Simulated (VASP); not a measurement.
# Ag3BrCl2 (P6/mmm) in VASP: further runs

Runs on Ag3BrCl2. Level: PBE. Tasks: single point.

All numbers are computed with VASP 6.6.1; they aren't measurements. Logs are shortened: lines on timing, memory, paths and dates and some standing lists are left out, and cuts for length are marked.

## 1. The cell of the first run

The structure is hexagonal, space group P6/mmm (No. 191). The conventional cell has a = 6.514 Å, b = 6.514 Å, c = 3.932 Å, α = 90.00°, β = 90.00°, γ = 120.00°. Ag (site symmetry mmm) has 4 Cl at 2.72 Å and 4 Ag at 3.26 Å within 3.6 Å. Br (site symmetry 6/mmm) has 6 Cl at 3.76 Å and 12 Ag at 3.80 Å and 2 Br at 3.93 Å within 4.9 Å. Cl (site symmetry -6m2) has 6 Ag at 2.72 Å within 3.6 Å.

## 2. Single point, PBE

Contents of INCAR:

```
ALGO     = Normal         # electronic algorithm
EDIFF    = 1E-6           # SCF threshold, eV
ENCUT    = 520            # plane-wave cutoff, eV
GGA      = PE             # functional
ISIF     = 2              # what is computed and relaxed
ISMEAR   = 0              # smearing method
LASPH    = T              # aspherical terms in the spheres
LCHARG   = F              # write CHGCAR
LREAL    = F              # projectors in reciprocal space
LWAVE    = F              # write WAVECAR
NBANDS   = 36             # bands
NELM     = 80             # most SCF steps
PREC     = Accurate       # precision mode
SIGMA    = 0.1            # smearing width, eV
```

Contents of KPOINTS:

```
k-points
0
Gamma
  3 3 4
```

Contents of POSCAR:

```
Ag3BrCl2
1.0
    6.5135305000      0.0000000000      0.0000000000
   -3.2567652500      5.6408828800      0.0000000000
    0.0000000000      0.0000000000      3.9316707700
Ag Br Cl
3 1 2
Direct
    0.5000000000      0.0000000000      0.5000000000
    0.5000000000      0.5000000000      0.5000000000
    0.0000000000      0.5000000000      0.5000000000
    0.0000000000      0.0000000000      0.0000000000
    0.3333333300      0.6666666700      0.0000000000
    0.6666666700      0.3333333300      0.0000000000
```

Potentials or basis: VASP PAW PBE potentials, release 64 (Ag, Br, Cl).

Command:

```
cat potpaw_PBE.64/Ag/POTCAR potpaw_PBE.64/Br/POTCAR potpaw_PBE.64/Cl/POTCAR > POTCAR
mpirun -np 1 vasp_std > vasp.out
```

OUTCAR:

```text
EDIFF = 1E-6
   ENCUT = 520
   GGA = PE
   ISIF = 2
   ISMEAR = 0
   LASPH = T
   LREAL = F
   NELM = 80
   PREC = Accurate

 ion  position               nearest neighbor table
   1  0.500  0.000  0.500-   5 2.72   6 2.72   5 2.72   6 2.72   2 3.26   3 3.26   2 3.26   3 3.26

   2  0.500  0.500  0.500-   5 2.72   6 2.72   5 2.72   6 2.72   1 3.26   1 3.26   3 3.26   3 3.26

   3  0.000  0.500  0.500-   5 2.72   6 2.72   5 2.72   6 2.72   1 3.26   1 3.26   2 3.26   2 3.26

   4  0.000  0.000  0.000-
   5  0.333  0.667  0.000-   1 2.72   1 2.72   3 2.72   3 2.72   2 2.72   2 2.72
   6  0.667  0.333  0.000-   1 2.72   1 2.72   3 2.72   3 2.72   2 2.72   2 2.72

  LATTYP: Found a hexagonal cell.
 ALAT       =     6.5135305000
 C/A-ratio  =     0.6036159299

  Lattice vectors:

 A1 = (   6.5135305000,   0.0000000000,   0.0000000000)
 A2 = (  -3.2567652500,   5.6408828800,   0.0000000000)
 A3 = (   0.0000000000,   0.0000000000,   3.9316707700)

Analysis of symmetry for initial positions (statically):
=====================================================================
 Subroutine PRICEL returns:
 Original cell was already a primitive cell.

 Routine SETGRP: Setting up the symmetry group for a
 hexagonal supercell.

 Subroutine GETGRP returns: Found 24 space group operations
 (whereof 24 operations were pure point group operations)
 out of a pool of 24 trial point group operations.

The static configuration has the point symmetry D_6h.

Analysis of symmetry for dynamics (positions and initial velocities):
=====================================================================
 Subroutine PRICEL returns:
 Original cell was already a primitive cell.

 Routine SETGRP: Setting up the symmetry group for a
 hexagonal supercell.

 Subroutine GETGRP returns: Found 24 space group operations
 (whereof 24 operations were pure point group operations)
 out of a pool of 24 trial point group operations.

The dynamic configuration has the point symmetry D_6h.

 Subroutine INISYM returns: Found 24 space group operations
 (whereof 24 operations are pure point group operations),
 and found     1 'primitive' translations

----------------------------------------------------------------------------------------

                                     Primitive cell

  volume of cell :     144.4577

  direct lattice vectors                    reciprocal lattice vectors
     6.513530500  0.000000000  0.000000000     0.153526571  0.088638607  0.000000000
    -3.256765250  5.640882880  0.000000000     0.000000000  0.177277214  0.000000000
     0.000000000  0.000000000  3.931670770     0.000000000  0.000000000  0.254344796

  length of vectors
     6.513530500  6.513530499  3.931670770     0.177277214  0.177277214  0.254344796

  position of ions in fractional coordinates (direct lattice)
     0.500000000  0.000000000  0.500000000
     0.500000000  0.500000000  0.500000000
     0.000000000  0.500000000  0.500000000
     0.000000000  0.000000000  0.000000000
     0.333333330  0.666666670  0.000000000
     0.666666670  0.333333330  0.000000000

  ion indices of the primitive-cell ions
   primitive index   ion index
                 1           1
                 2           2
                 3           3
                 4           4
                 5           5
                 6           6

----------------------------------------------------------------------------------------

 KPOINTS: k-points

Automatic generation of k-mesh.
 Grid dimensions read from file:
 generate k-points for:    3    3    4

 Generating k-lattice:

  Cartesian coordinates                     Fractional coordinates (reciprocal lattice)
     0.051175524  0.029546202  0.000000000     0.333333333  0.000000000  0.000000000
     0.000000000  0.059092405  0.000000000     0.000000000  0.333333333  0.000000000
     0.000000000  0.000000000  0.063586199     0.000000000  0.000000000  0.250000000

  Length of vectors
     0.059092405  0.059092405  0.063586199

  Shift w.r.t. Gamma in fractional coordinates (k-lattice)
     0.000000000  0.000000000  0.000000000

 Subroutine IBZKPT returns following result:
 ===========================================

 Found      9 irreducible k-points:

 Following reciprocal coordinates:
            Coordinates               Weight
  0.000000  0.000000  0.000000      1.000000
  0.333333 -0.000000  0.000000      6.000000
  0.333333  0.333333  0.000000      2.000000
  0.000000  0.000000  0.250000      2.000000
  0.333333 -0.000000  0.250000     12.000000
  0.333333  0.333333  0.250000      4.000000
  0.000000  0.000000  0.500000      1.000000
  0.333333 -0.000000  0.500000      6.000000
  0.333333  0.333333  0.500000      2.000000
   k-points           NKPTS =      9   k-points in BZ     NKDIM =      9   number of bands    NBANDS=     36
   number of dos      NEDOS =    301   number of ions     NIONS =      6
   total plane-waves  NPLWV =  69120
   dimension x,y,z NGX =    48 NGY =   48 NGZ =   30
   dimension x,y,z NGXF=    96 NGYF=   96 NGZF=   60
   ions per type =               3   1   2
   NGX,Y,Z   is equivalent  to a cutoff of  12.25, 12.25, 12.69 a.u.
   NGXF,Y,Z  is equivalent  to a cutoff of  24.50, 24.50, 25.37 a.u.
 SYSTEM =  unknown system
   PREC   = accura    normal or accurate (medium, high low for compatibility)
   ISTART =      0    job   : 0-new  1-cont  2-samecut
   ICHARG =      2    charge: 1-file 2-atom 10-const
   ISPIN  =      1    spin polarized calculation?
   LNONCOLLINEAR =      F non collinear calculations
   LSORBIT =      F    spin-orbit coupling
   LASPH  =      T    aspherical Exc in radial PAW
   ENCUT  =  520.0 eV  38.22 Ry    6.18 a.u.  12.11 12.11  7.31*2*pi/ulx,y,z
   NELM   =     80;   NELMIN=  2; NELMDL= -5     # of ELM steps
   EDIFF  = 0.1E-05   stopping-criterion for ELM
   LREAL  =      F    real-space projection
   EDIFFG = 0.1E-04   stopping-criterion for IOM
   NSW    =      0    number of steps for IOM
   IBRION =     -1    ionic relax: 0-MD 1-quasi-New 2-CG
   NFREE  =      0    steps in history (QN), initial steepest desc. (CG)
   ISIF   =      2    stress and relaxation
   ISYM   =      2    0-nonsym 1-usesym 2-fastsym
   POTIM  = 0.5000    time-step for ionic-motion
   TEBEG  =    0.0;   TEEND  =   0.0 temperature during run
   PSTRESS=    0.0 pullay stress
   NELECT =      54.0000    total number of electrons
   NUPDOWN=      -1.0000    fix difference up-down
   EMIN   =  10.00;   EMAX   =-10.00  energy-range for DOS
   EFERMI =   0.00;   METHOD = LEGACY
   ISMEAR =     0;   SIGMA  =   0.10  broadening in eV -4-tet -1-fermi 0-gaus
   EFERMI_NEDOS =   21; number of points for ismear=-14 and -15
   IALGO  =     38    algorithm
   IMIX   =      4    mixing-type and parameters
     AMIX     =   0.40;   BMIX     =  1.00
     AMIX_MAG =   1.60;   BMIX_MAG =  1.00
  volume/ion in A,a.u.               =      24.08       162.47
  Fermi-wavevector in a.u.,A,eV,Ry     =   1.179304  2.228562 18.922418  1.390758
  Thomas-Fermi vector in A             =   2.315618
   LORBIT       =      0    0 simple, 1 ext, 2 COOP (PROOUT), +10 PAW based schemes
   GGA     = PE    functional components
   LHFCALC =     F    Hartree Fock is set to
   AEXX    =    0.0000 exact exchange contribution
   IVDW    =     0    specifies the selected vdW correction
   LEPSILON=     F    determine dielectric tensor
   LRPA    =     F    only Hartree local field effects (RPA)
 non-spin polarized calculation
 Gauss-broadening in eV      SIGMA  =   0.10
  energy-cutoff  :      520.00
  volume of cell :      144.46
 maximum number of plane-waves:      3906
   NGX = 25   NGY = 25   NGZ = 15

 number of electron      54.0000012 magnetization

 Free energy of the ion-electron system (eV)
  ---------------------------------------------------
  ext. energy  EPLUGINS =         0.00000000
  ---------------------------------------------------
  free energy    TOTEN  =       -14.48364681 eV

  energy without entropy =      -14.47701090  energy(sigma->0) =      -14.48032886

 E-fermi :   3.1246     XC(G=0):  -9.5111

 val. band max:        3.0499884298   @ k =   0.3333   0.3333   0.0000
 cond. band min:       4.1914044449   @ k =   0.3333  -0.0000   0.0000
 fundamental gap:      1.1414160151
 Fermi energy:         3.1245721504

 k-point     1 :       0.0000    0.0000    0.0000
  band No.  band energies     occupation
      1     -12.7248      2.00000
      2     -12.3498      2.00000
      3      -9.7751      2.00000
      4      -2.6486      2.00000
      5      -2.3324      2.00000
      6      -2.3324      2.00000
[... 28 lines left out ...]
     35      11.1804      0.00000
     36      11.3188      0.00000

 k-point     2 :       0.3333   -0.0000    0.0000
  band No.  band energies     occupation
      1     -12.6454      2.00000
      2     -12.4310      2.00000
      3      -9.7885      2.00000
      4      -2.4355      2.00000
      5      -2.3462      2.00000
      6      -2.0363      2.00000
[... 28 lines left out ...]
     35      11.0779      0.00000
     36      11.6396      0.00000

 k-point     3 :       0.3333    0.3333    0.0000
  band No.  band energies     occupation
      1     -12.5385      2.00000
      2     -12.5385      2.00000
      3      -9.7963      2.00000
      4      -2.2297      2.00000
      5      -2.0828      2.00000
      6      -2.0828      2.00000
[... 28 lines left out ...]
     35      10.7942      0.00000
     36      11.3119      0.00000

 k-point     4 :       0.0000    0.0000    0.2500
  band No.  band energies     occupation
      1     -12.5961      2.00000
      2     -12.3494      2.00000
      3      -9.7002      2.00000
      4      -2.7277      2.00000
      5      -2.3607      2.00000
      6      -1.8665      2.00000
[... 28 lines left out ...]
     35      11.4085      0.00000
     36      11.4085      0.00000

 k-point     5 :       0.3333   -0.0000    0.2500
  band No.  band energies     occupation
      1     -12.5415      2.00000
      2     -12.4009      2.00000
      3      -9.7146      2.00000
      4      -2.6689      2.00000
      5      -2.5264      2.00000
      6      -1.9477      2.00000
[... 28 lines left out ...]
     35      11.0191      0.00000
     36      11.0351      0.00000

 k-point     6 :       0.3333    0.3333    0.2500
  band No.  band energies     occupation
      1     -12.4703      2.00000
      2     -12.4703      2.00000
      3      -9.7224      2.00000
      4      -2.6136      2.00000
      5      -2.6136      2.00000
      6      -1.8734      2.00000
[... 28 lines left out ...]
     35      11.0017      0.00000
     36      11.5863      0.00000

 k-point     7 :       0.0000    0.0000    0.5000
  band No.  band energies     occupation
      1     -12.4583      2.00000
      2     -12.3490      2.00000
      3      -9.6224      2.00000
      4      -3.6138      2.00000
      5      -1.9133      2.00000
      6      -1.8218      2.00000
[... 28 lines left out ...]
     35      11.2974      0.00000
     36      11.2974      0.00000

 k-point     8 :       0.3333   -0.0000    0.5000
  band No.  band energies     occupation
      1     -12.4320      2.00000
      2     -12.3707      2.00000
      3      -9.6377      2.00000
      4      -3.3307      2.00000
      5      -2.3899      2.00000
      6      -1.6975      2.00000
[... 28 lines left out ...]
     35      11.1742      0.00000
     36      11.3128      0.00000

 k-point     9 :       0.3333    0.3333    0.5000
  band No.  band energies     occupation
      1     -12.4001      2.00000
      2     -12.4001      2.00000
      3      -9.6456      2.00000
      4      -2.9005      2.00000
      5      -2.9005      2.00000
      6      -1.5707      2.00000
[... 28 lines left out ...]
     35      10.8334      0.00000
     36      11.0752      0.00000

------------------------ aborting loop because EDIFF is reached ----------------------------------------

  FORCE on cell =-STRESS in cart. coord.  units (eV):
  Direction    XX          YY          ZZ          XY          YZ          ZX
  --------------------------------------------------------------------------------------
  -------------------------------------------------------------------------------------
  Total       -0.0252903     -0.0252903     -0.3208574      0.0000000     -0.0000000      0.0000000
  in kB       -0.2804942     -0.2804942     -3.5586227      0.0000000     -0.0000000      0.0000000
  external PRESSURE =      -1.3732037 kB  Pullay stress =       0.0000000 kB

 VOLUME and BASIS-vectors are now :
 -----------------------------------------------------------------------------
  energy-cutoff  :      520.00
  volume of cell :      144.46
      direct lattice vectors                 reciprocal lattice vectors
     6.513530500  0.000000000  0.000000000     0.153526571  0.088638607  0.000000000
    -3.256765250  5.640882880  0.000000000     0.000000000  0.177277214  0.000000000
     0.000000000  0.000000000  3.931670770     0.000000000  0.000000000  0.254344796

 POSITION                                       TOTAL-FORCE (eV/Angst)
 -----------------------------------------------------------------------------------
      3.25677      0.00000      1.96584        -0.000000     -0.000000      0.000000
      1.62838      2.82044      1.96584        -0.000000     -0.000000      0.000000
     -1.62838      2.82044      1.96584        -0.000000     -0.000000      0.000000
      0.00000      0.00000      0.00000        -0.000000     -0.000000      0.000000
     -0.00000      3.76059      0.00000        -0.000000      0.000000      0.000000
      3.25677      1.88029      0.00000         0.000000     -0.000000      0.000000
 -----------------------------------------------------------------------------------
    total drift:                                0.000000      0.000000     -0.000000

  FREE ENERGIE OF THE ION-ELECTRON SYSTEM (eV)
  ---------------------------------------------------
  free  energy   TOTEN  =       -14.4836468149 eV

  energy  without entropy=      -14.4770109022  energy(sigma->0) =      -14.48032886
```

It took 94 s on 1 thread of AMD EPYC 7R13, shared host; peak memory 0.23 GiB.

Results:

```yaml
Free_energy: -14.4836 eV
Pressure: -0.1 GPa
Band_gap_on_the_k_mesh: zero (band 27 reaches 3.05 eV, above the bottom of band 28 at 3.00 eV)
```

Stress tensor (GPa, compression positive):
```
-0.03  0.00  0.00
 0.00 -0.03  0.00
 0.00  0.00 -0.36
```

Caveat: the k points lie up to 0.40 Å⁻¹ apart.

(Part 1 of 2 ends here.)
